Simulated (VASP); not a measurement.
Crystal: MnS.

```
Mn S
1.0
     0.00000    2.47346    2.47346
     2.47346    0.00000    2.47346
     2.47346    2.47346    0.00000
Mn S
1 1
Direct
  0.00000 0.00000 0.00000
  0.75000 0.75000 0.75000
```

| Item | Value |
| --- | --- |
| Program | VASP 6.6.1 |
| Task | relaxation of cell and atoms |
| Functional | PBEsol |
| Potentials or basis | VASP PAW PBE potentials, release 64 (Mn_pv, S) |
| Cutoff | 600 eV |
| k mesh | 9 × 9 × 9 |
| Occupations | fermi-dirac, width 0.05 eV |
| Spin | collinear spin, ferromagnetic start |
| Starting moments | [4.0, 0.0] μB |
| Hubbard terms | Mn d U = 5.0 eV |

At the start: pressure 52.2 GPa; volume 15.13 Å³/atom.

Question: Where does the relaxation end?

Answer: Over 18 steps the energy falls by 994.5 meV/atom and the volume is 22.94 Å³/atom (+51.6 %); space group F-43m (No. 216, to 0.1 Å) before and after; moment 5.00 μB per cell.

Step by step:
```
step  energy change (eV)  largest force (eV/Å)  pressure (GPa)  volume (Å³)
   1              0.0000                0.0000           52.22        30.27
   2             -1.6010                0.0000           -8.89        57.42
   3             -1.9884                0.0000           -0.54        46.30
   4             -1.9891                0.0000           -0.07        45.93
   5             -1.9886                0.0000            0.43        45.57
   6             -1.9886                0.0000            0.44        45.58
   7             -1.9887                0.0000            0.42        45.59
   8             -1.9887                0.0000            0.42        45.59
   9             -1.9887                0.0000            0.42        45.59
  10             -1.9887                0.0000            0.43        45.59
  11             -1.9887                0.0000            0.43        45.59
  12             -1.9887                0.0000            0.43        45.60
  13             -1.9887                0.0000            0.41        45.60
  14             -1.9887                0.0000            0.39        45.61
  15             -1.9888                0.0000            0.37        45.63
  16             -1.9888                0.0000            0.31        45.66
  17             -1.9890                0.0000            0.19        45.73
  18             -1.9891                0.0000            0.03        45.88
```

Final structure:
```cif
data_structure
_symmetry_space_group_name_H-M 'P 1'
_symmetry_Int_Tables_number 1
_cell_length_a 4.0182
_cell_length_b 4.0182
_cell_length_c 4.0182
_cell_angle_alpha 60.000
_cell_angle_beta 60.000
_cell_angle_gamma 60.000
_cell_volume 45.88
loop_
_atom_site_label
_atom_site_type_symbol
_atom_site_fract_x
_atom_site_fract_y
_atom_site_fract_z
_atom_site_occupancy
Mn1 Mn 0.00000 0.00000 0.00000 1
S1 S 0.75000 0.75000 0.75000 1
```

Caveat: the volume moved by over 15 % at a fixed basis, so the end points are rough; the PAW data sets were made with another functional, which shifts forces and pressure a little; a cell with one magnetic atom can't hold antiferromagnetic order, which such compounds often take.
